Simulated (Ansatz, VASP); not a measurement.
**Two plane-wave programs on AlRu**

INCAR

```
SYSTEM = AlRu
  PREC = Accurate
  ENCUT = 520
  EDIFF = 1E-7
  ISMEAR = 0
  SIGMA = 0.15
  LREAL = .False.
  LASPH = .True.
  NELM = 60
  ALGO = Fast
  ISIF = 2
  LWAVE = .False.
  LCHARG = .False.
  GGA = PS
  NBANDS = 25
```

Contents of KPOINTS:

```
regular mesh
0
Gamma
  16 16 8
  0 0 0
```

The input POSCAR:

```
AlRu
1.0
    2.9763250904      0.0000000000      0.0000000000
    0.0000000000      2.9763250904      0.0000000000
    0.0000000000      0.0000000000      5.9526501809
Al Ru
2 2
Direct
    0.0000000000      0.0000000000     -0.0049053781
    0.0000000000      0.0000000000      0.5049053781
    0.4896516681      0.5000000000      0.2500000000
    0.5103483319      0.5000000000      0.7500000000
```

Input for Ansatz:

```yaml
crystal:
  lattice:
    - [2.9763250904, 0.0, 0.0]
    - [0.0, 2.9763250904, 0.0]
    - [0.0, 0.0, 5.9526501809]
  atoms:
    - { symbol: Al, position: [0.0, 0.0, -0.0049053781] }
    - { symbol: Al, position: [0.0, 0.0, 0.5049053781] }
    - { symbol: Ru, position: [0.4896516681, 0.5, 0.25] }
    - { symbol: Ru, position: [0.5103483319, 0.5, 0.75] }
basis:
  ecutwfc: 420
kpoints:
  mp_grid: { grid: [16, 16, 8] }
hamiltonian:
  xc: pbesol
  pseudopotentials: { kind: paw, azcp: { folder: soft_1 } }
scf:
  occupations: { method: gaussian, width: 0.15 }
output:
  forces: true
  stress: true
  eigenvalues: true
```

Change from the starting cell: mode 4 frozen in at -0.031 Å and mode 12 at -0.029 Å (largest displacements).

Alike in both runs: task single point; functional PBEsol; k mesh 16 × 16 × 8; occupations gaussian, width 0.15 eV; no spin polarisation.

```csv
,VASP,Ansatz
version,VASP 6.6.1,Ansatz 0.2.0
potentials or method,"VASP PAW PBE potentials, release 64 (Al, Ru_pv), cutoff 520 eV","scalar-relativistic, plane waves, PAW"
valence electrons in the cell,34,38
```

|  | VASP | Ansatz | Ansatz less VASP |
| --- | --- | --- | --- |
| gap on the k mesh at the Fermi level (eV) | none | none | - |
| pressure (GPa) | 0.3 | 0.2 | -0.10 |
| traceless stress, the component that is largest in VASP (GPa) | 0.05 | 0.05 | 0.000 |
| rms of the force components (eV/Å) | 0.186 | 0.185 | -0.0014 |

VASP's potentials were made for PBE, not for PBEsol, and Ansatz warns of the same on its side. Atom by atom the forces differ by 0.001 eV/Å (rms over components). A gap of «none» marks a metal or a gap that the smearing closes. With one functional, cell and mesh, what is left measures potentials, basis and numerics. VASP's potentials hold 34 valence electrons a cell and Ansatz's 38, so a difference there can come from the potentials and not from the codes.
